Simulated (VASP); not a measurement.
# Al3Ni2 (P-3m1) in VASP: a series of runs

Runs on Al3Ni2. Level: PBEsol. Tasks: single point.

All numbers are computed with VASP 6.6.1; they aren't measurements. Logs are shortened: lines on timing, memory, paths and dates and some standing lists are left out, and cuts for length are marked.

## (1) The cell of the first run

The structure is trigonal, space group P-3m1 (No. 164). The conventional cell has a = 4.203 Å, b = 4.203 Å, c = 4.859 Å, α = 90.00°, β = 90.00°, γ = 120.00°. Al (site symmetry -3m) has 6 Ni at 2.53 Å and 6 Al at 2.97 Å within 3.3 Å. Al (site symmetry 3m) has 5 Ni at 2.42 to 2.63 Å and 6 Al at 2.82 to 2.97 Å within 3.2 Å. Within 3.2 Å of Ni (site symmetry 3m) lie 8 Al at 2.42 to 2.63 Å and 3 Ni at 2.81 Å.

## (2) Single point, PBEsol (strain +0.050 along x and y, +0.000 along z)

File INCAR:

```
  ALGO = Fast
  EDIFF = 1E-7
  ENCUT = 520
  GGA = PS
  ISIF = 2
  ISMEAR = 0
  LASPH = T
  LCHARG = T
  LELF = T
  LREAL = F
  LVHAR = T
  LWAVE = F
  NBANDS = 22
  NELM = 60
  PREC = Accurate
  SIGMA = 0.15
```

File KPOINTS:

```
k-points
0
Gamma
  12 12 10
```

File POSCAR:

```
Al3Ni2
1.0
    4.2032966255      0.0000000000      0.0000000000
   -2.1016483127      3.6401616573      0.0000000000
    0.0000000000      0.0000000000      4.8594646107
Al Ni
3 2
Direct
    0.0000000000      0.0000000000      0.0000000000
    0.3333333333      0.6666666667      0.6477829059
    0.6666666667      0.3333333333      0.3522170941
    0.3333333333      0.6666666667      0.1455709067
    0.6666666667      0.3333333333      0.8544290933
```

Potentials or basis: VASP PAW PBE potentials, release 64 (Al, Ni).

Launch:

```
cat potpaw_PBE.64/Al/POTCAR potpaw_PBE.64/Ni/POTCAR > POTCAR
mpirun -np 1 vasp_std > vasp.out
```

OUTCAR:

```text
EDIFF = 1E-7
   ENCUT = 520
   GGA = PS
   ISIF = 2
   ISMEAR = 0
   LASPH = T
   LREAL = F
   NELM = 60
   PREC = Accurate

 ion  position               nearest neighbor table
   1  0.000  0.000  0.000-   4 2.53   5 2.53   4 2.53   5 2.53   5 2.53   4 2.53   2 2.97   3 2.97
                             2 2.97   3 2.97   2 2.97   3 2.97
   2  0.333  0.667  0.648-   4 2.42   4 2.44   5 2.63   5 2.63   5 2.63   3 2.82   3 2.82   3 2.82
                             1 2.97   1 2.97   1 2.97
   3  0.667  0.333  0.352-   5 2.42   5 2.44   4 2.63   4 2.63   4 2.63   2 2.82   2 2.82   2 2.82
                             1 2.97   1 2.97   1 2.97
   4  0.333  0.667  0.146-   2 2.42   2 2.44   1 2.53   1 2.53   1 2.53   3 2.63   3 2.63   3 2.63
                             5 2.81   5 2.81   5 2.81
   5  0.667  0.333  0.854-   3 2.42   3 2.44   1 2.53   1 2.53   1 2.53   2 2.63   2 2.63   2 2.63
                             4 2.81   4 2.81   4 2.81

  LATTYP: Found a hexagonal cell.
 ALAT       =     4.2032966255
 C/A-ratio  =     1.1561079419

  Lattice vectors:

 A1 = (   4.2032966255,   0.0000000000,   0.0000000000)
 A2 = (  -2.1016483127,   3.6401616573,   0.0000000000)
 A3 = (   0.0000000000,   0.0000000000,   4.8594646107)

Analysis of symmetry for initial positions (statically):
=====================================================================
 Subroutine PRICEL returns:
 Original cell was already a primitive cell.

 Routine SETGRP: Setting up the symmetry group for a
 hexagonal supercell.

 Subroutine GETGRP returns: Found 12 space group operations
 (whereof 12 operations were pure point group operations)
 out of a pool of 24 trial point group operations.

The static configuration has the point symmetry D_3d.

Analysis of symmetry for dynamics (positions and initial velocities):
=====================================================================
 Subroutine PRICEL returns:
 Original cell was already a primitive cell.

 Routine SETGRP: Setting up the symmetry group for a
 hexagonal supercell.

 Subroutine GETGRP returns: Found 12 space group operations
 (whereof 12 operations were pure point group operations)
 out of a pool of 24 trial point group operations.

The dynamic configuration has the point symmetry D_3d.

 Subroutine INISYM returns: Found 12 space group operations
 (whereof 12 operations are pure point group operations),
 and found     1 'primitive' translations

----------------------------------------------------------------------------------------
[... 97 lines left out ...]
   ENCUT  =  520.0 eV  38.22 Ry    6.18 a.u.   7.82  7.82  9.04*2*pi/ulx,y,z
   NELM   =     60;   NELMIN=  2; NELMDL= -5     # of ELM steps
   EDIFF  = 0.1E-06   stopping-criterion for ELM
   LREAL  =      F    real-space projection
   EDIFFG = 0.1E-05   stopping-criterion for IOM
   NSW    =      0    number of steps for IOM
   IBRION =     -1    ionic relax: 0-MD 1-quasi-New 2-CG
   NFREE  =      0    steps in history (QN), initial steepest desc. (CG)
   ISIF   =      2    stress and relaxation
   ISYM   =      2    0-nonsym 1-usesym 2-fastsym
   POTIM  = 0.5000    time-step for ionic-motion
   TEBEG  =    0.0;   TEEND  =   0.0 temperature during run
   PSTRESS=    0.0 pullay stress
   NELECT =      29.0000    total number of electrons
   NUPDOWN=      -1.0000    fix difference up-down
   EMIN   =  10.00;   EMAX   =-10.00  energy-range for DOS
   EFERMI =   0.00;   METHOD = LEGACY
   ISMEAR =     0;   SIGMA  =   0.15  broadening in eV -4-tet -1-fermi 0-gaus
   EFERMI_NEDOS =   21; number of points for ismear=-14 and -15
   IALGO  =     68    algorithm
   IMIX   =      4    mixing-type and parameters
     AMIX     =   0.40;   BMIX     =  1.00
     AMIX_MAG =   1.60;   BMIX_MAG =  1.00
  volume/ion in A,a.u.               =      14.87       100.35
  Fermi-wavevector in a.u.,A,eV,Ry     =   1.196119  2.260337 19.465870  1.430701
  Thomas-Fermi vector in A             =   2.332068
   LORBIT       =      0    0 simple, 1 ext, 2 COOP (PROOUT), +10 PAW based schemes
   GGA     = PS    functional components
   LHFCALC =     F    Hartree Fock is set to
   AEXX    =    0.0000 exact exchange contribution
   IVDW    =     0    specifies the selected vdW correction
   LEPSILON=     F    determine dielectric tensor
   LRPA    =     F    only Hartree local field effects (RPA)
 non-spin polarized calculation
 RMM-DIIS sequential band-by-band and
 Gauss-broadening in eV      SIGMA  =   0.15
  energy-cutoff  :      520.00
  volume of cell :       74.35
 maximum number of plane-waves:      2026
   NGX = 15   NGY = 15   NGZ = 19

 number of electron      28.9999989 magnetization

 Free energy of the ion-electron system (eV)
  ---------------------------------------------------
  ext. energy  EPLUGINS =         0.00000000
  ---------------------------------------------------
  free energy    TOTEN  =       -27.35133337 eV

  energy without entropy =      -27.33565101  energy(sigma->0) =      -27.34349219

 E-fermi :   7.4000     XC(G=0): -10.9315

 val. band max:        7.3891347761   @ k =   0.0000   0.3333   0.4000
 cond. band min:       7.4033209304   @ k =  -0.0833   0.3333   0.2000
 fundamental gap:      0.0141861542
 Fermi energy:         7.4000456255

 k-point     1 :       0.0000    0.0000    0.0000
  band No.  band energies     occupation
      1      -2.5215      2.00000
      2       2.7665      2.00000
      3       3.1162      2.00000
      4       4.2417      2.00000
      5       4.2417      2.00000
      6       4.7927      2.00000
[... 589 lines left out ...]
     21      12.4846      0.00000
     22      13.2639      0.00000

 [... further k-points ...]
[... 5 lines left out ...]
  --------------------------------------------------------------------------------------
  -------------------------------------------------------------------------------------
  Total       -6.1317399     -6.1317399     -2.1606309     -0.0000000     -0.0000000     -0.0000000
  in kB     -132.1280948   -132.1280948    -46.5577554     -0.0000000     -0.0000000     -0.0000000
  external PRESSURE =    -103.6046483 kB  Pullay stress =       0.0000000 kB

 VOLUME and BASIS-vectors are now :
 -----------------------------------------------------------------------------
  energy-cutoff  :      520.00
  volume of cell :       74.35
      direct lattice vectors                 reciprocal lattice vectors
     4.203296626  0.000000000  0.000000000     0.237908501  0.137356537  0.000000000
    -2.101648313  3.640161657  0.000000000     0.000000000  0.274713074  0.000000000
     0.000000000  0.000000000  4.859464611     0.000000000  0.000000000  0.205783987

 POSITION                                       TOTAL-FORCE (eV/Angst)
 -----------------------------------------------------------------------------------
      0.00000      0.00000      0.00000         0.000000      0.000000      0.000000
     -0.00000      2.42677      3.14788         0.000000      0.000000      0.053419
      2.10165      1.21339      1.71159         0.000000     -0.000000     -0.053419
     -0.00000      2.42677      0.70740        -0.000000      0.000000     -0.135939
      2.10165      1.21339      4.15207         0.000000     -0.000000      0.135939
 -----------------------------------------------------------------------------------
    total drift:                               -0.000000      0.000000     -0.000000

  FREE ENERGIE OF THE ION-ELECTRON SYSTEM (eV)
  ---------------------------------------------------
  free  energy   TOTEN  =       -27.3513333744 eV

  energy  without entropy=      -27.3356510079  energy(sigma->0) =      -27.34349219
```

stdout:

```text
POSCAR found type information on POSCAR AlNi
 POSCAR found :  2 types and       5 ions
 scaLAPACK will be used
 -----------------------------------------------------------------------------
|                                                                             |
|                                                                             |
|     You enforced a specific xc type in the INCAR file but a different       |
|     I HOPE YOU KNOW WHAT YOU ARE DOING!                                     |
|                                                                             |
 -----------------------------------------------------------------------------

 LDA part: xc-table for (Slater+PW92), standard interpolation
 POSCAR, INCAR and KPOINTS ok, starting setup
 FFT: planning ... GRIDC
 FFT: planning ... GRID_SOFT
 FFT: planning ... GRID
 WAVECAR not read
 entering main loop
```

Run time: 4.1 min. Hardware: 1 thread of Intel Xeon Platinum 8259CL at 2.50GHz (Skylake/Cascade Lake), shared host; peak memory 0.35 GiB.

Results:

```
Free energy            : -27.3513 eV
Pressure               : -10.4 GPa
Largest force          : 0.136 eV/Å
Band gap on the k mesh : zero (an odd number of electrons rules out a gap without spin polarisation)
```

Forces on the atoms (eV/Å):
```
Al   0.000  0.000  0.000
Al   0.000  0.000  0.053
Al   0.000  0.000 -0.053
Ni   0.000  0.000 -0.136
Ni   0.000  0.000  0.136
```

Levels at points of the mesh, in eV from the Fermi level:
```tsv
k point	band 11	band 12	band 13	band 14	band 15	band 16	band 17	band 18	band 19	band 20
(0.00, 0.00, 0.00)	-1.51	-1.48	-1.14	0.98	0.98	2.70	2.70	3.48	3.70	6.25
(0.50, 0.00, 0.00)	-1.82	-1.61	-1.36	-1.27	-0.99	1.37	1.70	2.17	4.67	5.08
(0.00, 0.00, 0.50)	-1.53	-1.53	2.45	2.45	2.64	2.64	3.10	3.80	3.80	4.07
(0.50, 0.00, 0.50)	-1.65	-1.50	-1.49	-0.93	-0.30	1.42	1.76	2.60	6.75	7.29
```

Caveat: the cell differs from its parent crystal (strain +0.050 along x and y, +0.000 along z); the stress differs along the axes, from -13 to -5 GPa; the PAW data sets were made with another functional, which shifts forces and pressure a little.

## (3) Single point, PBEsol (strain +0.025 along x and y, +0.050 along z)

File INCAR:

```
PREC = Accurate
ENCUT = 520
EDIFF = 1E-6
ISMEAR = 0
SIGMA = 0.15
LREAL = F
LASPH = T
NELM = 80
ALGO = Fast
ISIF = 2
LWAVE = F
LCHARG = T
GGA = PS
LELF = T
LVHAR = T
NBANDS = 22
```

File KPOINTS:

```
Automatic mesh
0
Gamma
  12 12 10
```

Changes to POSCAR since step 2:

```diff
@@ -2,5 +2,5 @@
 1.0
-    4.2032966255      0.0000000000      0.0000000000
-   -2.1016483127      3.6401616573      0.0000000000
-    0.0000000000      0.0000000000      4.8594646107
+    4.1032181344      0.0000000000      0.0000000000
+   -2.0516090672      3.5534911417      0.0000000000
+    0.0000000000      0.0000000000      5.1024378412
 Al Ni
```

Potentials or basis: VASP PAW PBE potentials, release 64 (Al, Ni).

Launch:

```
cat potpaw_PBE.64/Al/POTCAR potpaw_PBE.64/Ni/POTCAR > POTCAR
mpirun -np 1 vasp_std > vasp.out
```

Wall time 4.7 min (1 thread of Intel Xeon Platinum 8259CL at 2.50GHz (Skylake/Cascade Lake), shared host); peak memory 0.36 GiB.

The run converged. Its results:

* Free energy: -27.3839 eV
* Pressure: -11.4 GPa
* Largest force: 0.161 eV/Å
* Band gap on the k mesh: zero (an odd number of electrons rules out a gap without spin polarisation)

Forces in eV/Å, atoms in the order of the input:
```
Al   0.000  0.000  0.000
Al   0.000  0.000  0.161
Al   0.000  0.000 -0.161
Ni   0.000  0.000 -0.049
Ni   0.000  0.000  0.049
```

Stress tensor (GPa, compression positive):
```
 -9.87   0.00   0.00
  0.00  -9.87   0.00
  0.00   0.00 -14.31
```

Levels at points of the mesh, in eV from the Fermi level:
```
           k point  band 11  band 12  band 13  band 14  band 15  band 16  band 17  band 18  band 19  band 20
(0.00, 0.00, 0.00)    -1.47    -1.47    -1.16     1.33     1.33     3.07     3.07     4.04     4.18     6.36
(0.50, 0.00, 0.00)    -1.72    -1.66    -1.42    -1.39    -1.23     1.09     1.59     2.13     4.42     4.83
(0.00, 0.00, 0.50)    -1.56    -1.56     2.61     2.61     2.90     2.90     3.03     3.64     3.94     4.07
(0.50, 0.00, 0.50)    -1.72    -1.61    -1.53    -0.98    -0.24     1.42     2.02     2.94     5.78     6.26
```

Caveat: the cell differs from its parent crystal (strain +0.025 along x and y, +0.050 along z); the cell stands under tension; the PAW data sets were made with another functional, which shifts forces and pressure a little. Spin polarisation is off, so any magnetic state and its effect on volume and gap are missing.

[end of part 1 of 2]
